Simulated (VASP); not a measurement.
A run of VASP 6.6.1:

File INCAR:

```
ALGO = Normal ; EDIFF = 1E-7
ENCUT = 520 ; GGA = PS
ISIF = 2 ; ISMEAR = 0
IVDW = 12 ; LASPH = T
LCHARG = T ; LELF = T
LREAL = F ; LVHAR = T
LWAVE = F ; NBANDS = 21
NELM = 80 ; PREC = Accurate
SIGMA = 0.2
```

Contents of KPOINTS:

```
k-points
0
Gamma
  11 11 8
```

The input POSCAR:

```
Ge
1.0
   -2.4958980000      2.6508630000      1.4369470000
    2.4958980000     -2.6508630000      1.4369470000
    2.4958980000      2.6508630000     -1.4369470000
Ge
2
Direct
    0.1859430000      0.9359430000      0.2500000000
    0.8140570000      0.0640570000      0.7500000000
```

Potentials or basis: VASP PAW PBE potentials, release 64 (Ge_d).

Command:

```console
$ cat potpaw_PBE.64/Ge_d/POTCAR > POTCAR
$ mpirun -np 1 vasp_std > vasp.out
```

Hardware: 1 thread of Oxide Virtual Turin-like Processor, on a shared host.

Question: Estimate the wall time of this run.

Answer: Run time: 9.4 min on 1 thread of Oxide Virtual Turin-like Processor, on a shared host, peak memory 0.39 GiB. Counts: scf iterations 11, k points 485.
